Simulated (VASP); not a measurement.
A run of VASP 6.6.1 is set up as follows.

INCAR

```
ALGO = Normal
EDIFF = 1E-7
ENCUT = 520
GGA = PS
ISIF = 2
ISMEAR = 0
LASPH = T
LCHARG = T
LELF = T
LREAL = F
LVHAR = T
LWAVE = F
NBANDS = 28
NELM = 60
PREC = Accurate
SIGMA = 0.02
```

The input KPOINTS:

```
k-points
0
Gamma
  6 6 6
```

File POSCAR:

```
PbSe
1.0
    0.0000000000     12.5415550029      3.2539914295
    3.2057710431      0.0000000000      3.2539914295
    3.2057710431     12.5415550029      0.0000000000
Pb Se
2 2
Direct
    0.1869702763      0.8231925809      0.1768074191
    0.8231925809      0.1869702763      0.8130297237
    0.6769638134      0.2788743294      0.7211256706
    0.2788743294      0.6769638134      0.3230361866
```

Potentials or basis: VASP PAW PBE potentials, release 64 (Pb_d, Se).

Command:

```bash
$ cat potpaw_PBE.64/Pb_d/POTCAR potpaw_PBE.64/Se/POTCAR > POTCAR
$ mpirun -np 1 vasp_std > vasp.out
```

Question: Estimate the largest force.

Answer: 1.298 eV/Å.

Question: Predict the band gap on the k mesh.

Answer: 1.40 eV.

Question: Predict the pressure.

Answer: -3.4 GPa.

Forces in eV/Å, atoms in the order of the input:
```
Pb   0.000  1.286  0.176
Pb   0.000 -1.286  0.176
Se   0.000  0.402 -0.176
Se   0.000 -0.402 -0.176
```

Caveat: the cell differs from its parent crystal (strained); the cell stands under tension; the PAW data sets were made with another functional, which shifts forces and pressure a little; spin-orbit coupling is left out, which moves the levels of the heavy elements. A k mesh can miss the band edges.
